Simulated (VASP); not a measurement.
# ScAl3N4 (Cm) in VASP: single point with PBE

Aim: the single point of ScAl3N4 with PBE.

Everything below comes from runs of VASP 6.6.1. Logs are shortened: lines on timing, memory, paths and dates and some standing lists are left out, and cuts for length are marked.

**1. The cell of the first run**

It takes space group Cm (No. 8, monoclinic). Conventional cell: a = 11.221 Å, b = 6.468 Å, c = 10.182 Å, α = 90.00°, β = 90.02°, γ = 90.00°. Within 2.6 Å of Al (site symmetry m) lie 4 N at 1.95 to 1.96 Å. Within 2.5 Å of Al (site symmetry 1) lie 4 N at 1.88 to 1.95 Å. Within 2.5 Å of Al (site symmetry 1) lie 4 N at 1.88 to 1.93 Å. Al (site symmetry m) has 4 N at 1.92 to 1.95 Å within 2.5 Å. Al (site symmetry 1) has 4 N at 1.89 to 1.97 Å within 2.5 Å. Al (site symmetry 1) has 4 N at 1.90 to 1.95 Å within 2.5 Å. Within 2.5 Å of Al (site symmetry m) lie 4 N at 1.89 to 1.98 Å. Al (site symmetry m) has 4 N at 1.91 to 1.96 Å within 2.5 Å.

**2. Single point, PBE**

INCAR reads:

```
  PREC = Accurate
  ENCUT = 520
  EDIFF = 1E-6
  ISMEAR = 0
  SIGMA = 0.01
  LREAL = Auto
  LASPH = T
  NELM = 100
  ALGO = Normal
  ISIF = 2
  LWAVE = F
  LCHARG = T
  GGA = PE
  LELF = T
  LVHAR = T
  NBANDS = 102
```

KPOINTS reads:

```
regular mesh
0
Gamma
  3 3 2
```

POSCAR reads:

```
ScAl3N4
1.0
    6.4681514216      0.0000000000      0.0000000000
   -3.2340757108      5.6105558141     -0.0012054538
    0.0000000000     -0.0021560362     10.1816496060
Al Sc N
12 4 16
Direct
    0.1675676724      0.3351353447     -0.0006576454
    0.1724958176      0.8352518551      0.0008768707
    0.1725033914      0.8360786414      0.4998058967
    0.6643315533      0.3286631067      0.0010124687
    0.6627560375      0.8352518551      0.0008768707
    0.6635752500      0.8360786414      0.4998058967
    0.3324024375      0.1617289525      0.2430511419
    0.3341971173      0.1657531113      0.7570600306
    0.3367368812      0.6734737624      0.2470370917
    0.3358104577      0.6716209154      0.7520104345
    0.8293265150      0.1617289525      0.2430511419
    0.8315559940      0.1657531113      0.7570600306
    0.1649574237      0.3299148473      0.4954081969
    0.6601867568      0.3203735135      0.4980002310
    0.8355299180      0.6710598360      0.2434808392
    0.8360964530      0.6721929060      0.7482552056
    0.1680120318      0.3360240637      0.1911663469
    0.1667458988      0.3334917975      0.7045510746
    0.1865707647      0.8416396691      0.1856077320
    0.1901317761      0.8472145743      0.6893900319
    0.6577299154      0.3154598308      0.1896249422
    0.6581326462      0.3162652924      0.7037855879
    0.6550689044      0.8416396691      0.1856077320
    0.6570827981      0.8472145743      0.6893900319
    0.3202926656      0.1446979048      0.4290044837
    0.3317993536      0.1657904968      0.9454845593
    0.3420137178      0.6840274356      0.4358999585
    0.3336534922      0.6673069844      0.9410717122
    0.8244052392      0.1446979048      0.4290044837
    0.8339911432      0.1657904968      0.9454845593
    0.8405740491      0.6811480983      0.4548557203
    0.8337659273      0.6675318547      0.9579363417
```

Potentials or basis: VASP PAW PBE potentials, release 64 (Al, Sc_sv, N).

Run with:

```bash
> cat potpaw_PBE.64/Al/POTCAR potpaw_PBE.64/Sc_sv/POTCAR potpaw_PBE.64/N/POTCAR > POTCAR
> mpirun -np 1 vasp_std > vasp.out
```

OUTCAR:

```text
PREC = Accurate
   ENCUT = 520
   EDIFF = 1E-6
   ISMEAR = 0
   LREAL = Auto
   LASPH = T
   NELM = 100
   ISIF = 2
   GGA = PE

 ion  position               nearest neighbor table
   1  0.168  0.335  0.999-  26 1.95  30 1.95  17 1.95  28 1.96   8 3.10  12 3.10   7 3.12  11 3.12
                            10 3.15   9 3.16   5 3.22   2 3.22   4 3.23   4 3.23   2 3.25   5 3.25
   2  0.172  0.835  0.001-  19 1.88  26 1.94  28 1.94  32 1.95   7 3.07   8 3.10   9 3.10  15 3.11
                            10 3.13   5 3.17  16 3.19   4 3.19   1 3.22   1 3.25   4 3.29   5 3.30
   3  0.173  0.836  0.500-  25 1.88  27 1.92  31 1.92  20 1.93  14 3.15  16 3.16  10 3.16   9 3.16
                             6 3.18   7 3.19   8 3.21  15 3.22  13 3.22  13 3.25   6 3.29  14 3.33
   4  0.664  0.329  0.001-  21 1.92  26 1.95  30 1.95  32 1.95   7 3.09  11 3.09   8 3.10  12 3.10
                            15 3.13   2 3.19   5 3.19  16 3.22   1 3.23   1 3.23   5 3.29   2 3.29
   5  0.663  0.835  0.001-  23 1.88  30 1.94  28 1.94  32 1.95  11 3.07  12 3.10   9 3.10  15 3.11
                            10 3.13   2 3.17  16 3.19   4 3.19   1 3.22   1 3.25   4 3.29   2 3.30
   6  0.664  0.836  0.500-  29 1.88  27 1.92  31 1.92  24 1.93  14 3.15  16 3.16  10 3.16   9 3.16
                             3 3.18  11 3.19  12 3.21  15 3.22  13 3.22  13 3.25   3 3.29  14 3.33
   7  0.332  0.162  0.243-  19 1.89  25 1.90  21 1.90  17 1.97   2 3.07   4 3.09   1 3.12   9 3.18
                            14 3.18  13 3.18   3 3.19  15 3.20  11 3.21  11 3.25  15 3.28   9 3.30
   8  0.334  0.166  0.757-  22 1.90  20 1.92  26 1.92  18 1.95   4 3.10   2 3.10   1 3.10  10 3.21
                             3 3.21  14 3.21  16 3.21  12 3.22  12 3.25  13 3.25  16 3.27  10 3.27
   9  0.337  0.673  0.247-  19 1.89  23 1.89  27 1.92  17 1.98   2 3.10   5 3.10   1 3.16   3 3.16
[... 17 lines left out ...]
  19  0.187  0.842  0.186-   2 1.88   7 1.89   9 1.89  15 2.05
  20  0.190  0.847  0.689-  10 1.91   8 1.92   3 1.93  16 2.07
  21  0.658  0.315  0.190-   7 1.90  11 1.90   4 1.92  15 2.07
  22  0.658  0.316  0.704-  12 1.90   8 1.90  16 2.05  14 2.10
[... 8 lines left out ...]
  31  0.841  0.681  0.455-   6 1.92   3 1.92  14 2.07  15 2.15
  32  0.834  0.668  0.958-   5 1.95   2 1.95   4 1.95  16 2.14

  LATTYP: Found a base centered monoclinic cell.
 ALAT       =    11.2211118872
 B/A-ratio  =     0.5764269608
 C/A-ratio  =     0.9073655032
 COS(beta)  =    -0.0004266117

  Lattice vectors:

 A1 = (   3.2340757108,   5.6105558141,  -0.0012054538)
 A2 = (  -3.2340757108,   5.6105558141,  -0.0012054538)
 A3 = (   0.0000000000,  -0.0021560362,  10.1816496060)

Analysis of symmetry for initial positions (statically):
=====================================================================
 Subroutine PRICEL returns:
 Original cell was already a primitive cell.

 Routine SETGRP: Setting up the symmetry group for a
 base centered monoclinic supercell.

[... 173 lines left out ...]
   NUPDOWN=      -1.0000    fix difference up-down
   EMIN   =  10.00;   EMAX   =-10.00  energy-range for DOS
   EFERMI =   0.00;   METHOD = LEGACY
   ISMEAR =     0;   SIGMA  =   0.01  broadening in eV -4-tet -1-fermi 0-gaus
   EFERMI_NEDOS =   21; number of points for ismear=-14 and -15
   IALGO  =     38    algorithm
   IMIX   =      4    mixing-type and parameters
     AMIX     =   0.40;   BMIX     =  1.00
     AMIX_MAG =   1.60;   BMIX_MAG =  1.00
  volume/ion in A,a.u.               =      11.55        77.92
  Fermi-wavevector in a.u.,A,eV,Ry     =   1.238550  2.340519 20.871409  1.534005
  Thomas-Fermi vector in A             =   2.373070
   LORBIT       =      0    0 simple, 1 ext, 2 COOP (PROOUT), +10 PAW based schemes
   GGA     = PE    functional components
   LHFCALC =     F    Hartree Fock is set to
   AEXX    =    0.0000 exact exchange contribution
   IVDW    =     0    specifies the selected vdW correction
   LEPSILON=     F    determine dielectric tensor
   LRPA    =     F    only Hartree local field effects (RPA)
 non-spin polarized calculation
 Gauss-broadening in eV      SIGMA  =   0.01
  energy-cutoff  :      520.00
  volume of cell :      369.49
 maximum number of plane-waves:      9970
   NGX = 25   NGY = 25   NGZ = 37

 number of electron     160.0000008 magnetization

 Free energy of the ion-electron system (eV)
  ---------------------------------------------------
  ext. energy  EPLUGINS =         0.00000000
  ---------------------------------------------------
  free energy    TOTEN  =      -248.30205376 eV

  energy without entropy =     -248.30205376  energy(sigma->0) =     -248.30205376

 E-fermi :   5.0408     XC(G=0): -10.7359

 val. band max:        4.8993535680   @ k =   0.0000   0.0000   0.0000
 cond. band min:       8.5557171654   @ k =   0.0000   0.0000   0.0000
 fundamental gap:      3.6563635975
 Fermi energy:         5.0407968889

 k-point     1 :       0.0000    0.0000    0.0000
  band No.  band energies     occupation
      1     -42.0059      2.00000
      2     -41.9883      2.00000
      3     -41.8580      2.00000
      4     -41.7935      2.00000
      5     -20.8429      2.00000
      6     -20.8264      2.00000
[... 749 lines left out ...]
     91      10.1536      0.00000
     92      10.2717      0.00000
 [bands above 92 left out]

------------------------ aborting loop because EDIFF is reached ----------------------------------------

  FORCE on cell =-STRESS in cart. coord.  units (eV):
  Direction    XX          YY          ZZ          XY          YZ          ZX
  --------------------------------------------------------------------------------------
  -------------------------------------------------------------------------------------
  Total        0.1799200      0.2134795      0.2280653      0.0000000      0.0256393      0.0000000
  in kB        0.7801638      0.9256835      0.9889303      0.0000000      0.1111765      0.0000000
  external PRESSURE =       0.8982592 kB  Pullay stress =       0.0000000 kB

 VOLUME and BASIS-vectors are now :
 -----------------------------------------------------------------------------
  energy-cutoff  :      520.00
  volume of cell :      369.49
      direct lattice vectors                 reciprocal lattice vectors
     6.468151422  0.000000000  0.000000000     0.154603678  0.089117734  0.000018871
    -3.234075711  5.610555814 -0.001205454     0.000000000  0.178235469  0.000037743
     0.000000000 -0.002156036 10.181649606     0.000000000  0.000021102  0.098215916

 POSITION                                       TOTAL-FORCE (eV/Angst)
 -----------------------------------------------------------------------------------
      0.00000      1.87814     10.17455         0.000000      0.001404     -0.000626
     -1.58554      4.68623      0.00792        -0.000000     -0.000767      0.003460
     -1.58816      4.68979      5.08784        -0.001128     -0.003081     -0.000053
      3.23408      1.84398      0.00991         0.000000     -0.000597      0.001542
      1.58554      4.68623      0.00792         0.000000     -0.000767      0.003460
      1.58816      4.68979      5.08784         0.001128     -0.003081     -0.000053
[... 24 lines left out ...]
      3.23408      3.82064      4.63036         0.000000      0.064489      0.031702
      3.23408      3.74316      9.75257         0.000000     -0.000214      0.042625
 -----------------------------------------------------------------------------------
    total drift:                               -0.000001     -0.010789      0.002887

  FREE ENERGIE OF THE ION-ELECTRON SYSTEM (eV)
  ---------------------------------------------------
  free  energy   TOTEN  =      -248.3020537569 eV

  energy  without entropy=     -248.3020537569  energy(sigma->0) =     -248.30205376
```

OSZICAR:

```text
N       E                     dE             d eps       ncg     rms          rms(c)
DAV:   1     0.224533609738E+04    0.22453E+04   -0.67271E+04  1648   0.152E+03
DAV:   2     0.225350920555E+03   -0.20200E+04   -0.19557E+04  1640   0.499E+02
DAV:   3    -0.248960584149E+03   -0.47431E+03   -0.44670E+03  2634   0.208E+02
DAV:   4    -0.296124543160E+03   -0.47164E+02   -0.46648E+02  2624   0.878E+01
DAV:   5    -0.297820571954E+03   -0.16960E+01   -0.16861E+01  2624   0.253E+01    0.438E+01
DAV:   6    -0.247371829614E+03    0.50449E+02   -0.23867E+02  2464   0.542E+01    0.156E+01
DAV:   7    -0.248489425104E+03   -0.11176E+01   -0.16496E+01  2544   0.201E+01    0.116E+01
DAV:   8    -0.248315266776E+03    0.17416E+00   -0.15795E+00  2528   0.687E+00    0.200E+00
DAV:   9    -0.248306650848E+03    0.86159E-02   -0.13628E-01  2376   0.222E+00    0.733E-01
DAV:  10    -0.248300097392E+03    0.65535E-02   -0.78157E-02  2440   0.106E+00    0.385E-01
DAV:  11    -0.248301484837E+03   -0.13874E-02   -0.13639E-02  2344   0.532E-01    0.222E-01
DAV:  12    -0.248301840441E+03   -0.35560E-03   -0.26920E-03  2504   0.195E-01    0.128E-01
DAV:  13    -0.248302067364E+03   -0.22692E-03   -0.75045E-04  2520   0.142E-01    0.553E-02
DAV:  14    -0.248302049641E+03    0.17723E-04   -0.17964E-04  2560   0.808E-02    0.120E-02
DAV:  15    -0.248302052998E+03   -0.33570E-05   -0.24399E-05  2384   0.199E-02    0.686E-03
DAV:  16    -0.248302053757E+03   -0.75902E-06   -0.22581E-06  1464   0.858E-03
   1 F= -.24830205E+03 E0= -.24830205E+03  d E =-.407637E-90
```

stdout:

```text
POSCAR found type information on POSCAR AlScN
 POSCAR found :  3 types and      32 ions
 scaLAPACK will be used
 LDA part: xc-table for (Slater+PW92), standard interpolation
 POSCAR, INCAR and KPOINTS ok, starting setup
 FFT: planning ... GRIDC
 FFT: planning ... GRID_SOFT
 FFT: planning ... GRID
 WAVECAR not read
 entering main loop
```

Wall time 10 min (1 thread of AMD EPYC 7R43 (Zen 3), shared host); peak memory 0.5 GiB.

What came out:

```
Free energy            : -248.3021 eV
Pressure               : 0.1 GPa
Largest force          : 0.085 eV/Å
Band gap on the k mesh : 3.66 eV
```

Forces on the atoms (eV/Å):
```
Al   0.000  0.001 -0.001
Al   0.000 -0.001  0.003
Al  -0.001 -0.003  0.000
Al   0.000 -0.001  0.002
Al   0.000 -0.001  0.003
Al   0.001 -0.003  0.000
Al   0.003 -0.001  0.002
Al   0.001  0.000  0.000
Al   0.000  0.001 -0.002
Al   0.000  0.002  0.002
Al  -0.003 -0.001  0.002
Al  -0.001  0.000  0.000
Sc   0.000  0.016  0.019
Sc   0.000  0.012  0.009
Sc   0.000 -0.004  0.014
Sc   0.000  0.005  0.005
N    0.000  0.000 -0.002
N    0.000 -0.001  0.053
N    0.053  0.031 -0.020
N    0.052  0.030 -0.020
N    0.000 -0.061 -0.020
N    0.000 -0.067  0.041
N   -0.053  0.031 -0.020
N   -0.052  0.030 -0.020
N   -0.001 -0.070 -0.049
N    0.000 -0.001 -0.003
N    0.000  0.060 -0.019
N    0.000  0.002 -0.003
N    0.001 -0.070 -0.049
N    0.000 -0.001 -0.003
N    0.000  0.064  0.032
N    0.000  0.000  0.043
```

Levels at points of the mesh, in eV from the valence-band top:
```
           k point  band 76  band 77  band 78  band 79  band 80  band 81  band 82  band 83  band 84  band 85
(0.00, 0.00, 0.00)    -0.37    -0.33    -0.31    -0.06     0.00     3.66     3.97     4.02     4.25     4.30
(0.00, 0.00, 0.50)    -0.38    -0.37    -0.35    -0.30    -0.01     3.85     4.06     4.06     4.27     4.38
```

Caveat: an odd mesh through Γ misses points on the zone boundary, where band edges can lie.
